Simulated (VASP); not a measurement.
# Ta4O (P6/mmm) in VASP: a series of runs

The runs below take Ta4O through single point, with PBE.

Program: VASP 6.6.1. These are calculated values, not measurements. Logs are shortened: lines on timing, memory, paths and dates and some standing lists are left out, and cuts for length are marked.

## 1. The cell of the first run

Symmetry: P6/mmm, No. 191, hexagonal system. The conventional cell has a = 5.381 Å, b = 5.381 Å, c = 3.784 Å, α = 90.00°, β = 90.00°, γ = 120.00°. Within 3.5 Å of Ta (site symmetry mmm) lie 8 Ta at 2.69 to 3.29 Å and 2 O at 2.69 Å. Within 2.5 Å of Ta (site symmetry 6/mmm) lie 2 O at 1.89 Å. Within 2.5 Å of O (site symmetry 6/mmm) lie 2 Ta at 1.89 Å.

The cell was generated, and may not be a known phase.

## 2. Single point, PBE, collinear spin

Contents of INCAR:

```
PREC = Accurate ; ENCUT = 520
EDIFF = 1E-6 ; ISMEAR = 0
SIGMA = 0.1 ; LREAL = F
LASPH = T ; NELM = 150
ALGO = Normal ; ISIF = 2
LWAVE = F ; LCHARG = F
ISPIN = 2 ; MAGMOM = 1 1 1 1 0
LORBIT = 11 ; LMAXMIX = 4
GGA = PE ; NBANDS = 37
```

Contents of KPOINTS:

```
Automatic mesh
0
Gamma
  6 6 4
```

Contents of POSCAR:

```
Ta4O
1.0
    5.3810746695      0.0000000000      0.0000000000
   -2.6905373347      4.6601473634      0.0000000000
    0.0000000000      0.0000000000      3.7838475797
Ta O
4 1
Direct
    0.5000000000      0.0000000000      0.5000000000
    0.0000000000      0.5000000000      0.5000000000
    0.5000000000      0.5000000000      0.5000000000
    0.0000000000      0.0000000000      0.0000000000
    0.0000000000      0.0000000000      0.5000000000
```

Potentials or basis: VASP PAW PBE potentials, release 64 (Ta_pv, O).

On the command line:

```bash
> cat potpaw_PBE.64/Ta_pv/POTCAR potpaw_PBE.64/O/POTCAR > POTCAR
> mpirun -np 1 vasp_std > vasp.out
```

OUTCAR:

```text
PREC = Accurate
   ENCUT = 520
   EDIFF = 1E-6
   ISMEAR = 0
   LREAL = F
   LASPH = T
   NELM = 150
   ISIF = 2
   ISPIN = 2
   LORBIT = 11
   GGA = PE

 ion  position               nearest neighbor table
   1  0.500  0.000  0.500-   3 2.69   3 2.69   2 2.69   2 2.69   5 2.69   5 2.69   4 3.29   4 3.29
                             4 3.29   4 3.29
   2  0.000  0.500  0.500-   5 2.69   5 2.69   1 2.69   1 2.69   3 2.69   3 2.69   4 3.29   4 3.29
                             4 3.29   4 3.29
   3  0.500  0.500  0.500-   1 2.69   1 2.69   5 2.69   5 2.69   2 2.69   2 2.69   4 3.29   4 3.29
                             4 3.29   4 3.29
   4  0.000  0.000  0.000-   5 1.89   5 1.89   2 3.29   2 3.29   2 3.29   2 3.29   3 3.29   3 3.29
                             3 3.29   3 3.29   1 3.29   1 3.29   1 3.29   1 3.29
   5  0.000  0.000  0.500-   4 1.89   4 1.89   2 2.69   2 2.69   3 2.69   3 2.69   1 2.69   1 2.69

  LATTYP: Found a hexagonal cell.
 ALAT       =     5.3810746695
 C/A-ratio  =     0.7031769325

  Lattice vectors:

 A1 = (   5.3810746695,   0.0000000000,   0.0000000000)
 A2 = (  -2.6905373347,   4.6601473634,   0.0000000000)
 A3 = (   0.0000000000,   0.0000000000,   3.7838475797)

Analysis of symmetry for initial positions (statically):
=====================================================================
 Subroutine PRICEL returns:
 Original cell was already a primitive cell.

 Routine SETGRP: Setting up the symmetry group for a
 hexagonal supercell.

 Subroutine GETGRP returns: Found 24 space group operations
 (whereof 24 operations were pure point group operations)
 out of a pool of 24 trial point group operations.

The static configuration has the point symmetry D_6h.

Analysis of symmetry for dynamics (positions and initial velocities):
=====================================================================
 Subroutine PRICEL returns:
 Original cell was already a primitive cell.

 Routine SETGRP: Setting up the symmetry group for a
 hexagonal supercell.

 Subroutine GETGRP returns: Found 24 space group operations
 (whereof 24 operations were pure point group operations)
 out of a pool of 24 trial point group operations.

The dynamic configuration has the point symmetry D_6h.

Analysis of structural, dynamic, and magnetic symmetry:
=====================================================================
 Subroutine PRICEL returns:
 Original cell was already a primitive cell.

 Routine SETGRP: Setting up the symmetry group for a
 hexagonal supercell.

 Subroutine GETGRP returns: Found 24 space group operations
 (whereof 24 operations were pure point group operations)
 out of a pool of 24 trial point group operations.

The overall configuration has the point symmetry D_6h.

 Subroutine INISYM returns: Found 24 space group operations
 (whereof 24 operations are pure point group operations),
 and found     1 'primitive' translations

----------------------------------------------------------------------------------------

                                     Primitive cell

  volume of cell :      94.8860

  direct lattice vectors                    reciprocal lattice vectors
     5.381074670  0.000000000  0.000000000     0.185836485  0.107292744  0.000000000
    -2.690537335  4.660147363  0.000000000     0.000000000  0.214585489  0.000000000
     0.000000000  0.000000000  3.783847580     0.000000000  0.000000000  0.264281258

  length of vectors
     5.381074670  5.381074669  3.783847580     0.214585489  0.214585489  0.264281258

  position of ions in fractional coordinates (direct lattice)
     0.500000000  0.000000000  0.500000000
     1.000000000  0.500000000  0.500000000
     0.500000000  0.500000000  0.500000000
     0.000000000  0.000000000  0.000000000
     0.000000000  0.000000000  0.500000000

  ion indices of the primitive-cell ions
   primitive index   ion index
                 1           1
                 2           2
                 3           3
                 4           4
                 5           5
[... 24 lines left out ...]

 Found     21 irreducible k-points:

 Following reciprocal coordinates:
            Coordinates               Weight
  0.000000  0.000000  0.000000      1.000000
  0.166667  0.000000  0.000000      6.000000
  0.333333  0.000000  0.000000      6.000000
  0.500000  0.000000  0.000000      3.000000
  0.166667  0.166667  0.000000      6.000000
  0.333333  0.166667  0.000000     12.000000
[... 13 lines left out ...]
  0.333333  0.166667  0.500000     12.000000
  0.333333  0.333333  0.500000      2.000000
   k-points           NKPTS =     21   k-points in BZ     NKDIM =     21   number of bands    NBANDS=     37
   number of dos      NEDOS =    301   number of ions     NIONS =      5
   total plane-waves  NPLWV =  44800
   dimension x,y,z NGX =    40 NGY =   40 NGZ =   28
   dimension x,y,z NGXF=    80 NGYF=   80 NGZF=   56
   ions per type =               4   1
   NGX,Y,Z   is equivalent  to a cutoff of  12.36, 12.36, 12.30 a.u.
   NGXF,Y,Z  is equivalent  to a cutoff of  24.72, 24.72, 24.60 a.u.
 SYSTEM =  unknown system
   PREC   = accura    normal or accurate (medium, high low for compatibility)
   ISTART =      0    job   : 0-new  1-cont  2-samecut
   ICHARG =      2    charge: 1-file 2-atom 10-const
   ISPIN  =      2    spin polarized calculation?
   LNONCOLLINEAR =      F non collinear calculations
   LSORBIT =      F    spin-orbit coupling
   LASPH  =      T    aspherical Exc in radial PAW
   ENCUT  =  520.0 eV  38.22 Ry    6.18 a.u.  10.01 10.01  7.04*2*pi/ulx,y,z
   NELM   =    150;   NELMIN=  2; NELMDL= -5     # of ELM steps
   EDIFF  = 0.1E-05   stopping-criterion for ELM
   LREAL  =      F    real-space projection
   EDIFFG = 0.1E-04   stopping-criterion for IOM
   NSW    =      0    number of steps for IOM
   IBRION =     -1    ionic relax: 0-MD 1-quasi-New 2-CG
   NFREE  =      0    steps in history (QN), initial steepest desc. (CG)
   ISIF   =      2    stress and relaxation
   ISYM   =      2    0-nonsym 1-usesym 2-fastsym
   POTIM  = 0.5000    time-step for ionic-motion
   TEBEG  =    0.0;   TEEND  =   0.0 temperature during run
   PSTRESS=    0.0 pullay stress
   NELECT =      50.0000    total number of electrons
   NUPDOWN=      -1.0000    fix difference up-down
   EMIN   =  10.00;   EMAX   =-10.00  energy-range for DOS
   EFERMI =   0.00;   METHOD = LEGACY
   ISMEAR =     0;   SIGMA  =   0.10  broadening in eV -4-tet -1-fermi 0-gaus
   EFERMI_NEDOS =   21; number of points for ismear=-14 and -15
   IALGO  =     38    algorithm
   IMIX   =      4    mixing-type and parameters
     AMIX     =   0.40;   BMIX     =  1.00
     AMIX_MAG =   1.60;   BMIX_MAG =  1.00
  volume/ion in A,a.u.               =      18.98       128.06
  Fermi-wavevector in a.u.,A,eV,Ry     =   1.322302  2.498789 23.789558  1.748483
  Thomas-Fermi vector in A             =   2.451993
   LORBIT       =     11    0 simple, 1 ext, 2 COOP (PROOUT), +10 PAW based schemes
   GGA     = PE    functional components
   LHFCALC =     F    Hartree Fock is set to
   AEXX    =    0.0000 exact exchange contribution
   IVDW    =     0    specifies the selected vdW correction
   LEPSILON=     F    determine dielectric tensor
   LRPA    =     F    only Hartree local field effects (RPA)
 spin polarized calculation
 Gauss-broadening in eV      SIGMA  =   0.10
  energy-cutoff  :      520.00
  volume of cell :       94.89
 maximum number of plane-waves:      2586
   NGX = 21   NGY = 21   NGZ = 15

 number of electron      50.0000011 magnetization      -0.0016831

 number of electron      50.0000011 magnetization       0.0001267

 Free energy of the ion-electron system (eV)
  ---------------------------------------------------
  ext. energy  EPLUGINS =         0.00000000
  ---------------------------------------------------
  free energy    TOTEN  =       -49.58047221 eV

  energy without entropy =      -49.55205641  energy(sigma->0) =      -49.56626431

 E-fermi :   4.6516     XC(G=0): -11.4940

 val. band max:        4.6385696746   @ k =   0.1667   0.1667   0.2500
 cond. band min:       4.6614677870   @ k =   0.5000   0.0000   0.0000
 fundamental gap:      0.0228981124
 Fermi energy:         4.6515844852

 spin component 1

 k-point     1 :       0.0000    0.0000    0.0000
  band No.  band energies     occupation
      1     -30.8358      1.00000
      2     -30.7014      1.00000
      3     -30.3868      1.00000
      4     -30.3868      1.00000
      5     -30.0604      1.00000
      6     -30.0604      1.00000
[... 829 lines left out ...]
     36       8.9325      0.00000
     37       9.2829      0.00000
 Fermi energy:         4.6515844852

 spin component 2

 k-point     1 :       0.0000    0.0000    0.0000
  band No.  band energies     occupation
      1     -30.8358      1.00000
      2     -30.7014      1.00000
      3     -30.3868      1.00000
      4     -30.3868      1.00000
      5     -30.0604      1.00000
      6     -30.0604      1.00000
[... 829 lines left out ...]
     36       8.9325      0.00000
     37       9.2829      0.00000

------------------------ aborting loop because EDIFF is reached ----------------------------------------

  FORCE on cell =-STRESS in cart. coord.  units (eV):
  Direction    XX          YY          ZZ          XY          YZ          ZX
  --------------------------------------------------------------------------------------
  -------------------------------------------------------------------------------------
  Total        0.2503948      0.2503948      0.0661483      0.0000000      0.0000000      0.0000000
  in kB        4.2279868      4.2279868      1.1169328      0.0000000      0.0000000      0.0000000
  external PRESSURE =       3.1909688 kB  Pullay stress =       0.0000000 kB

 VOLUME and BASIS-vectors are now :
 -----------------------------------------------------------------------------
  energy-cutoff  :      520.00
  volume of cell :       94.89
      direct lattice vectors                 reciprocal lattice vectors
     5.381074670  0.000000000  0.000000000     0.185836485  0.107292744  0.000000000
    -2.690537335  4.660147363  0.000000000     0.000000000  0.214585489  0.000000000
     0.000000000  0.000000000  3.783847580     0.000000000  0.000000000  0.264281258

 POSITION                                       TOTAL-FORCE (eV/Angst)
 -----------------------------------------------------------------------------------
      2.69054      0.00000      1.89192         0.000000      0.000000      0.000000
     -1.34527      2.33007      1.89192         0.000000      0.000000      0.000000
      1.34527      2.33007      1.89192        -0.000000      0.000000      0.000000
      0.00000      0.00000      0.00000        -0.000000      0.000000      0.000000
      0.00000      0.00000      1.89192        -0.000000      0.000000      0.000000
 -----------------------------------------------------------------------------------
    total drift:                               -0.000000      0.000000     -0.000000

  FREE ENERGIE OF THE ION-ELECTRON SYSTEM (eV)
  ---------------------------------------------------
  free  energy   TOTEN  =       -49.5804722110 eV

  energy  without entropy=      -49.5520564086  energy(sigma->0) =      -49.56626431

 total charge

# of ion       s       p       d       tot
------------------------------------------
    1        0.377   6.083   2.432   8.892
    2        0.377   6.083   2.432   8.892
    3        0.377   6.083   2.432   8.892
    4        0.335   6.228   2.313   8.875
    5        1.616   3.442   0.000   5.058
--------------------------------------------------
tot          3.082  27.920   9.609  40.610

 magnetization (x)

# of ion       s       p       d       tot
------------------------------------------
    1        0.000   0.000   0.000   0.000
    2        0.000   0.000   0.000   0.000
    3        0.000   0.000   0.000   0.000
    4       -0.000  -0.000   0.000   0.000
    5       -0.000  -0.000   0.000  -0.000
--------------------------------------------------
tot          0.000   0.000   0.000   0.000
```

Run time: 4.6 min. Hardware: 1 thread of Intel Xeon 8259CL, shared host; peak memory 0.3 GiB.

Results:

| Property | Result |
| --- | --- |
| Free energy | -49.5805 eV |
| Pressure | 0.3 GPa |
| Band gap on the k mesh | zero (filled and empty bands overlap) |
| Net moment | 0.00 μB per cell |
| Valence electrons inside the program's atomic spheres | Ta 8.89, 8.88 (each value once); O 5.06 |

Caveat: the k points lie up to 0.42 Å⁻¹ apart, too coarse for converged energies and pressures of a metal; spin-orbit coupling is left out, which moves the levels of the heavy elements.

## 3. Single point, PBE, collinear spin

This run uses another cell than the first one, of 14.51 Å³/atom.

Contents of INCAR:

```
SYSTEM = Ta4O
PREC = Accurate ; ENCUT = 520
EDIFF = 1E-6 ; ISMEAR = 0
SIGMA = 0.1 ; LREAL = .False.
LASPH = .True. ; NELM = 150
ALGO = Normal ; ISIF = 2
LWAVE = .False. ; LCHARG = .False.
ISPIN = 2 ; MAGMOM = 1 1 1 1 0
LORBIT = 11 ; LMAXMIX = 4
GGA = PE ; NBANDS = 37
```

Contents of KPOINTS:

```
Automatic mesh
0
Gamma
  6 6 6
  0 0 0
```

POSCAR: that of step 2 with these lines changed.

```diff
@@ -2,5 +2,5 @@
 1.0
-    5.3810746695      0.0000000000      0.0000000000
-   -2.6905373347      4.6601473634      0.0000000000
-    0.0000000000      0.0000000000      3.7838475797
+    4.8261951200      0.0000000000      0.0000000000
+   -2.4130975600      4.1796075700      0.0000000000
+    0.0000000000      0.0000000000      3.5967684800
 Ta O
```

Potentials or basis: VASP PAW PBE potentials, release 64 (Ta_pv, O).

On the command line:

```bash
> cat potpaw_PBE.64/Ta_pv/POTCAR potpaw_PBE.64/O/POTCAR > POTCAR
> mpirun -np 1 vasp_std > vasp.out
```

It took 3.8 min on 1 thread of Intel Xeon 8259CL, shared host; peak memory 0.28 GiB.

The run converged. Its results:

```yaml
Free_energy: -45.7350 eV
Pressure: 67.3 GPa
Band_gap_on_the_k_mesh: zero (filled and empty bands overlap)
Net_moment: 0.00 μB per cell
Valence_electrons_inside_the_program's_atomic_spheres: Ta 9.49, 9.40 (each value once); O 5.21
```

Stress tensor (GPa, compression positive):
```
73.59  0.00  0.00
 0.00 73.59  0.00
 0.00  0.00 54.85
```

Levels at points of the mesh, in eV from the Fermi level:
Spin up:
```
           k point  band 22  band 23  band 24  band 25  band 26  band 27  band 28  band 29  band 30  band 31
(0.00, 0.00, 0.00)    -3.51    -3.31    -1.61    -1.34    -1.34     3.18     3.18     3.35     4.07     4.07
(0.50, 0.00, 0.00)    -1.04    -1.01    -0.90    -0.77    -0.50     0.11     0.12     1.19     1.35     1.72
(0.00, 0.00, 0.50)    -2.81    -2.81    -1.95    -0.20    -0.20     1.65     3.67     3.67     4.01     4.01
(0.50, 0.00, 0.50)    -1.29    -0.87     0.34     0.55     1.09     1.38     1.47     2.42     2.97     3.29
```
Spin down:
```csv
k point,band 22,band 23,band 24,band 25,band 26,band 27,band 28,band 29,band 30,band 31
"(0.00, 0.00, 0.00)",-3.51,-3.31,-1.61,-1.34,-1.34,3.18,3.18,3.35,4.07,4.07
"(0.50, 0.00, 0.00)",-1.04,-1.01,-0.90,-0.77,-0.50,0.11,0.12,1.19,1.35,1.72
"(0.00, 0.00, 0.50)",-2.81,-2.81,-1.95,-0.20,-0.20,1.65,3.67,3.67,4.01,4.01
"(0.50, 0.00, 0.50)",-1.29,-0.87,0.34,0.55,1.09,1.38,1.47,2.42,2.97,3.29
```

Caveat: the stress differs along the axes, from 55 to 74 GPa; spin-orbit coupling is left out, which moves the levels of the heavy elements.

The gap in the log of VASP goes by the Fermi energy; the results here count the filled bands.